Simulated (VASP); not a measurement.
## P: single point with LDA

Crystal: P.

```xyz
1
Lattice="0.0000 1.8970 1.8970 1.8970 0.0000 1.8970 1.8970 1.8970 0.0000" Properties=species:S:1:pos:R:3 pbc="T T T"
P     0.0000    0.0000    0.0000
```

This isn't the form of P at room conditions, which is orthorhombic.

```json
{"Program": "VASP 6.6.1", "Task": "single point", "Functional": "LDA", "Potentials or basis": "VASP PAW LDA potentials, release 64 (P)", "Cutoff": "520 eV", "k mesh": "20 × 20 × 20", "Occupations": "fermi-dirac, width 0.02 eV", "Spin": "no spin polarisation"}
```

```
Pressure               : 1.6 GPa
Band gap on the k mesh : zero (an odd number of electrons rules out a gap without spin polarisation)
```

Levels at points of the mesh, in eV from the Fermi level:
| k point | band 1 | band 2 | band 3 | band 4 | band 5 |
| --- | --- | --- | --- | --- | --- |
| (0.00, 0.00, 0.00) | -16.97 | 7.26 | 7.26 | 7.26 | 11.56 |
| (0.50, 0.00, 0.00) | -10.71 | -8.55 | 5.14 | 5.14 | 10.57 |
| (0.50, 0.50, 0.00) | -7.87 | -7.12 | 0.71 | 0.71 | 4.18 |

It took 20 s on 1 thread of Intel Xeon 8259CL (shared host), peak memory 0.13 GiB.
